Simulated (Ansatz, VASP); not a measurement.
**Two plane-wave programs on BAs**

File INCAR:

```
SYSTEM = BAs
ALGO = Normal
EDIFF = 1E-6
ENCUT = 500
GGA = PS
GGA_COMPAT = .FALSE.
ISIF = 2
ISMEAR = 0
LASPH = .TRUE.
LCHARG = .TRUE.
LELF = .TRUE.
LREAL = .FALSE.
LVHAR = .TRUE.
LWAVE = .FALSE.
NBANDS = 11
NELM = 120
PREC = Accurate
SIGMA = 0.02
```

The input KPOINTS:

```
k-points
0
G
  10 10 10
  0 0 0
```

POSCAR

```
BAs
1.0
    0.0000000000      2.4046158453      2.4046158453
    2.4046158453      0.0000000000      2.4046158453
    2.4046158453      2.4046158453      0.0000000000
B As
1 1
Direct
    0.0000000000      0.0000000000      0.0000000000
    0.2500000000      0.2500000000      0.2500000000
```

Input for Ansatz:

```yaml
crystal:
  lattice:
    - [0.0, 2.4046158453, 2.4046158453]
    - [2.4046158453, 0.0, 2.4046158453]
    - [2.4046158453, 2.4046158453, 0.0]
  atoms:
    - { symbol: B, position: [0.0, 0.0, 0.0] }
    - { symbol: As, position: [0.25, 0.25, 0.25] }
basis:
  ecutwfc: 420
kpoints:
  mp_grid: { grid: [10, 10, 10] }
  band_path:
    path:
      - [[0.0, 0.0, 0.0], [-0.5, -0.5, 0.0], [-0.375, -0.375, 0.25]]
      - [[-0.375, 0.0, 0.375], [0.0, 0.0, 0.0], [0.0, 0.0, 0.5], [-0.5, -0.25, 0.25], [-0.5, -0.5, 0.0]]
    npoints: 14
hamiltonian:
  xc: pbesol
scf:
  occupations: { method: gaussian, width: 0.02 }
  n_extra_bands: 6
output:
  forces: true
  stress: true
  eigenvalues: true
  populations: true
  dos: { projected: true, de: 0.02, nscf_kmesh: { grid: [15, 15, 15] } }
  bader: true
  write_density: true
  write_potential: true
  elf: true
  volumetric_format: npy
```

Alike in both runs: task single point; functional PBEsol; k mesh 10 × 10 × 10; occupations gaussian, width 0.02 eV; no spin polarisation.

```csv
,VASP,Ansatz
version,VASP 6.6.1,Ansatz 0.2.0
potentials or method,"VASP PAW PBE potentials, release 64 (B, As), cutoff 500 eV","scalar-relativistic, plane waves, PAW"
valence electrons in the cell,8,18
```

|  | VASP | Ansatz | Ansatz less VASP |
| --- | --- | --- | --- |
| gap on the k mesh at the Fermi level (eV) | 1.10 | 1.10 | +0.009 |
| least direct gap on the mesh (eV) | 3.22 | 3.22 | +0.004 |
| pressure (GPa) | -2.7 | -3.5 | -0.78 |

VASP's potentials were made for PBE, not for PBEsol. The functional is the same, so the differences come from potentials, cutoffs and numerics. VASP's potentials hold 8 valence electrons a cell and Ansatz's 18, so a difference there can come from the potentials and not from the codes.
